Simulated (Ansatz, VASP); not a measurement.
**Two plane-wave programs on FeAs2**

```
Fe As
1.0
     5.20298    0.00000    0.00000
     0.00000    5.85809    0.00000
     0.00000    0.00000    2.82223
Fe As
2 4
Direct
  0.00000 0.00000 0.00000
  0.50000 0.50000 0.50000
  0.17984 0.36034 0.00000
  0.82016 0.63966 0.00000
  0.67984 0.13966 0.50000
  0.32016 0.86034 0.50000
```

Alike in both runs: functional LDA; k mesh 8 × 6 × 12; occupations gaussian, width 0.01 eV; no spin polarisation.

Ansatz relaxed the structure, and its values are those at the end. VASP's run is a single point on that final structure, the one shown.

```csv
,VASP,Ansatz
version,VASP 6.6.1,Ansatz 0.2.0
potentials or method,"VASP PAW LDA potentials, release 64 (Fe, As), cutoff 520 eV","scalar-relativistic, plane waves, PAW"
valence electrons in the cell,36,92
```

```csv
,VASP,Ansatz,Ansatz less VASP
gap on the k mesh at the Fermi level (eV),0.20,0.22,+0.025
least direct gap on the mesh (eV),0.50,0.52,+0.013
pressure (GPa),0.7,0.0,-0.68
rms of the force components (eV/Å),0.015,0.001,-0.0137
```

LDA's correlation is that of Perdew and Zunger in VASP and of Perdew and Wang (1992) in Ansatz. VASP's potentials hold 36 valence electrons a cell and Ansatz's 92, so a difference there can come from the potentials and not from the codes.
